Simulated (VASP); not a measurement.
# ZrGa3 (I4/mmm) in VASP: further runs, part 2 of 2

VASP 6.6.1. Earlier steps stand in the parts before.

## Step 4: Single point, LDA (16.17 Å³/atom)

This run uses another cell than the first one, of 16.17 Å³/atom.

Input file INCAR:

```
SYSTEM = ZrGa3
ALGO     = Normal         ! electronic algorithm
EDIFF    = 1E-6           ! SCF threshold, eV
ENCUT    = 520            ! plane-wave cutoff, eV
ISIF     = 2              ! what is computed and relaxed
ISMEAR   = -1             ! smearing method
LASPH    = .TRUE.         ! aspherical terms in the spheres
LCHARG   = .FALSE.        ! write CHGCAR
LREAL    = .FALSE.        ! projectors in reciprocal space
LWAVE    = .FALSE.        ! write WAVECAR
NBANDS   = 34             ! bands
NELM     = 100            ! most SCF steps
PREC     = Accurate       ! precision mode
SIGMA    = 0.03           ! smearing width, eV
```

Input file KPOINTS:

```
k-points
0
G
  12 12 12
  0 0 0
```

Input file POSCAR:

```
ZrGa3
1.0
   -1.9449682188      1.9449682188      4.2754035715
    1.9449682188     -1.9449682188      4.2754035715
    1.9449682188      1.9449682188     -4.2754035715
Zr Ga
1 3
Direct
    0.0000000000      0.0000000000      0.0000000000
    0.5000000000      0.5000000000      0.0000000000
    0.7500000000      0.2500000000      0.5000000000
    0.2500000000      0.7500000000      0.5000000000
```

Potentials or basis: VASP PAW LDA potentials, release 64 (Zr_sv, Ga_d).

Started as:

```bash
$ cat potpaw_LDA.64/Zr_sv/POTCAR potpaw_LDA.64/Ga_d/POTCAR > POTCAR
$ mpirun -np 1 vasp_std > vasp.out
```

OUTCAR:

```text
SYSTEM = ZrGa3
   EDIFF = 1E-6
   ENCUT = 520
   ISIF = 2
   ISMEAR = -1
   LASPH = .TRUE.
   LREAL = .FALSE.
   NELM = 100
   PREC = Accurate

 ion  position               nearest neighbor table
   1  0.000  0.000  0.000-   2 2.75   2 2.75   2 2.75   2 2.75   4 2.89   3 2.89   4 2.89   4 2.89
                             3 2.89   3 2.89   4 2.89   3 2.89
   2  0.500  0.500  0.000-   1 2.75   1 2.75   1 2.75   1 2.75   4 2.89   3 2.89   4 2.89   3 2.89
                             4 2.89   4 2.89   3 2.89   3 2.89
   3  0.750  0.250  0.500-   4 2.75   4 2.75   4 2.75   4 2.75   2 2.89   1 2.89   2 2.89   1 2.89
                             2 2.89   2 2.89   1 2.89   1 2.89
   4  0.250  0.750  0.500-   3 2.75   3 2.75   3 2.75   3 2.75   2 2.89   1 2.89   2 2.89   2 2.89
                             1 2.89   1 2.89   2 2.89   1 2.89

  LATTYP: Found a body centered tetragonal cell.
 ALAT       =     3.8899364376
 C/A-ratio  =     2.1981868548

  Lattice vectors:

 A1 = (  -1.9449682188,   1.9449682188,   4.2754035715)
 A2 = (   1.9449682188,  -1.9449682188,   4.2754035715)
 A3 = (   1.9449682188,   1.9449682188,  -4.2754035715)

Analysis of symmetry for initial positions (statically):
=====================================================================
 Subroutine PRICEL returns:
 Original cell was already a primitive cell.

[... 179 lines left out ...]

 k-point     1 :       0.0000    0.0000    0.0000
  band No.  band energies     occupation
      1     -39.9164      2.00000
      2     -18.1996      2.00000
      3     -18.1996      2.00000
      4     -18.1490      2.00000
      5      -6.7700      2.00000
      6      -6.6721      2.00000
[... 877 lines left out ...]
     33      15.3401      0.00000
     34      15.9748      0.00000

 [... further k-points ...]

------------------------ aborting loop because EDIFF is reached ----------------------------------------

  FORCE on cell =-STRESS in cart. coord.  units (eV):
  Direction    XX          YY          ZZ          XY          YZ          ZX
  --------------------------------------------------------------------------------------
  -------------------------------------------------------------------------------------
  Total       -0.7277936     -0.7277936      3.5083346      0.0000000      0.0000000      0.0000000
  in kB      -18.0242283    -18.0242283     86.8859329      0.0000000      0.0000000      0.0000000
  external PRESSURE =      16.9458255 kB  Pullay stress =       0.0000000 kB

 VOLUME and BASIS-vectors are now :
 -----------------------------------------------------------------------------
  energy-cutoff  :      520.00
  volume of cell :       64.69
      direct lattice vectors                 reciprocal lattice vectors
    -1.944968219  1.944968219  4.275403572     0.000000000  0.257073609  0.116948024
     1.944968219 -1.944968219  4.275403572     0.257073609  0.000000000  0.116948024
     1.944968219  1.944968219 -4.275403572     0.257073609  0.257073609  0.000000000

 POSITION                                       TOTAL-FORCE (eV/Angst)
 -----------------------------------------------------------------------------------
      0.00000      0.00000      0.00000         0.000000     -0.000000      0.000000
      0.00000      0.00000      4.27540         0.000000     -0.000000      0.000000
     -0.00000      1.94497      2.13770         0.000000     -0.000000      0.000000
      1.94497     -0.00000      2.13770        -0.000000      0.000000     -0.000000
 -----------------------------------------------------------------------------------
    total drift:                               -0.000000     -0.000000      0.000000

  FREE ENERGIE OF THE ION-ELECTRON SYSTEM (eV)
  ---------------------------------------------------
  free  energy   TOTEN  =       -22.2023081045 eV

  energy  without entropy=      -22.1987785513  energy(sigma->0) =      -22.20054333
```

OSZICAR:

```text
N       E                     dE             d eps       ncg     rms          rms(c)
DAV:   1     0.464502543206E+03    0.46450E+03   -0.24155E+04 11854   0.277E+03
DAV:   2     0.376749777339E+02   -0.42683E+03   -0.41067E+03 11372   0.581E+02
DAV:   3    -0.195894260704E+02   -0.57264E+02   -0.56109E+02 12896   0.171E+02
DAV:   4    -0.228234086797E+02   -0.32340E+01   -0.31975E+01 17920   0.359E+01
DAV:   5    -0.229013224797E+02   -0.77914E-01   -0.77782E-01 15006   0.498E+00    0.151E+01
DAV:   6    -0.222870484876E+02    0.61427E+00   -0.13090E+00 13524   0.871E+00    0.620E+00
DAV:   7    -0.222138819592E+02    0.73167E-01   -0.29659E-01 17386   0.425E+00    0.169E+00
DAV:   8    -0.222026971875E+02    0.11185E-01   -0.23357E-02 14706   0.156E+00    0.250E-01
DAV:   9    -0.222023102843E+02    0.38690E-03   -0.35599E-03 15476   0.104E+00    0.868E-02
DAV:  10    -0.222023067391E+02    0.35452E-05   -0.68271E-04 13642   0.611E-01    0.390E-02
DAV:  11    -0.222023090021E+02   -0.22630E-05   -0.16055E-04 17338   0.248E-01    0.123E-02
DAV:  12    -0.222023079402E+02    0.10619E-05   -0.27930E-05 12048   0.501E-02    0.278E-03
DAV:  13    -0.222023081045E+02   -0.16435E-06   -0.29399E-06 10816   0.391E-02
   1 F= -.22202308E+02 E0= -.22200543E+02  d E =-.352955E-02
```

stdout:

```text
POSCAR found type information on POSCAR ZrGa
 POSCAR found :  2 types and       4 ions
 scaLAPACK will be used
 LDA part: xc-table for (Slater(with rela. corr.)+CA(PZ))
 , standard interpolation
 POSCAR, INCAR and KPOINTS ok, starting setup
 FFT: planning ... GRIDC
 FFT: planning ... GRID_SOFT
 FFT: planning ... GRID
 WAVECAR not read
 entering main loop
```

Wall time 4.4 min (1 thread of Intel Xeon Platinum 8488C (Sapphire Rapids), shared host); peak memory 0.42 GiB.

What came out:

- Free energy: -22.2023 eV
- Pressure: 1.7 GPa
- Band gap on the k mesh: zero (an odd number of electrons rules out a gap without spin polarisation)

## Step 5: Overview

```tsv
cell	gap on the mesh (eV)	pressure (GPa)
a = 5.160 Å, angles 135.7, 135.7, 64.5°, 4 atoms	none	-1.0
a = 5.175 Å, angles 135.3, 135.3, 65.0°, 4 atoms	none	-3.2
a = 5.084 Å, angles 135.0, 135.0, 65.5°, 4 atoms	none	1.7
```

Alike in all rows: task single point; level LDA; potentials or basis VASP PAW LDA potentials, release 64 (Zr_sv, Ga_d); no spin polarisation; k mesh 12 × 12 × 12; cutoff (eV) 520; smearing fermi-dirac 0.03 eV.

Caveats: the cell stands under tension (at least some runs).

Total energies depend on the potentials used, so only differences within one code and one set of settings carry meaning.
